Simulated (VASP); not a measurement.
Crystal: Br.

```
Br
1.0
     0.00000    3.24000    3.24000
     3.24000    0.00000    3.24000
     3.24000    3.24000    0.00000
Br
2
Direct
  0.00000 0.00000 0.00000
  0.25000 0.25000 0.25000
```

```yaml
Program: VASP 6.6.1
Task: relaxation of cell and atoms
Functional: PBE
Potentials_or_basis: VASP PAW PBE potentials, release 64 (Br)
Cutoff: 600 eV
k_mesh: 11 × 11 × 11
Occupations: fermi-dirac, width 0.02 eV
Spin: no spin polarisation
```

At the start: pressure 6.3 GPa; volume 34.01 Å³/atom.

Question: Where does the relaxation end?

Answer: Over 4 steps the energy falls by 138.5 meV/atom and the volume is 42.86 Å³/atom (+26.0 %); space group Fd-3m (No. 227, to 0.1 Å) before and after.

Step by step:
| step | energy change (eV) | largest force (eV/Å) | pressure (GPa) | volume (Å³) |
| --- | --- | --- | --- | --- |
| 1 | 0.0000 | 0.0000 | 6.28 | 68.02 |
| 2 | -0.2691 | 0.0000 | 0.76 | 82.02 |
| 3 | -0.2762 | 0.0000 | -0.22 | 86.88 |
| 4 | -0.2771 | 0.0000 | -0.02 | 85.72 |

Final structure:
```yaml
crystal:
  lattice:
    - [0.00000, 3.49963, 3.49963]
    - [3.49963, 0.00000, 3.49963]
    - [3.49963, 3.49963, 0.00000]
  atoms:
    - { symbol: Br, position: [0.00000, 0.00000, 0.00000] }
    - { symbol: Br, position: [0.25000, 0.25000, 0.25000] }
```

Caveat: the volume moved by over 15 % at a fixed basis, so the end points are rough.
